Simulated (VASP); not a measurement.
Write the native input for VASP 6.6.1 that does the following.

| Quantity | Value |
| --- | --- |
| Task | relaxation of cell and atoms |
| Functional | LDA |
| Potentials or basis | VASP PAW LDA potentials, release 64 (Al) |
| Cutoff | 600 eV |
| k mesh | 9 × 9 × 3 |
| Occupations | gaussian, width 0.15 eV |
| Spin | no spin polarisation |
| Target pressure | 20 GPa |
| Dipole correction | no |
| Further INCAR settings | ALGO = Normal; EDIFF = 1e-06; IBRION = 2; EDIFFG = -0.01; NSW = 100; ISIF = 3 |

The structure of Al lies in POSCAR:

```
Al
1.0
    2.8270770000      0.0000000000      0.0000000000
   -1.4135385000      2.4483205005      0.0000000000
    0.0000000000      0.0000000000      9.1859930000
Al
4
Direct
    0.0000000000      0.0000000000      0.0000000000
    0.0000000000      0.0000000000      0.5000000000
    0.3333333333      0.6666666667      0.2500000000
    0.6666666667      0.3333333333      0.7500000000
```

One way to write it, as run:

INCAR

```
SYSTEM = Al
PREC = Accurate
ENCUT = 600
EDIFF = 1E-6
ISMEAR = 0
SIGMA = 0.15
LREAL = .FALSE.
LASPH = .TRUE.
NELM = 80
ALGO = Normal
ISIF = 3
LWAVE = .FALSE.
LCHARG = .FALSE.
GGA = CA
IBRION = 2
NSW = 100
EDIFFG = -0.01
PSTRESS = 200.0
```

KPOINTS

```
Automatic mesh
0
G
  9 9 3
  0 0 0
```

Potentials or basis: VASP PAW LDA potentials, release 64 (Al).

The run is started by

```console
$ cat potpaw_LDA.64/Al/POTCAR > POTCAR
$ mpirun -np 1 vasp_std > vasp.out
```

It gave:

The relaxed volume is 13.44 Å³/atom, the relaxed cell is a = 2.663 Å, b = 2.663 Å, c = 8.754 Å, α = 90.00°, β = 90.00°, γ = 120.00° and the space group after relaxing (to 0.05 Å) is P6_3/mmc (No. 194). The energy change on relaxing (the enthalpy is what falls) is +126.6 meV/atom. The ionic steps are 7 and the pressure after relaxing is 20.0 GPa. The band gap on the k mesh is zero (band 6 reaches 14.29 eV, above the bottom of band 7 at 8.66 eV).

Caveat: the cell is relaxed towards a set pressure, so the enthalpy falls and the energy may rise; the volume moved by over 15 % at a fixed basis, so the end points are rough.

Wall time 20 s on 1 thread of Intel(R) Xeon(R) 6975P-C (Granite Rapids) (shared host), peak memory 0.17 GiB.
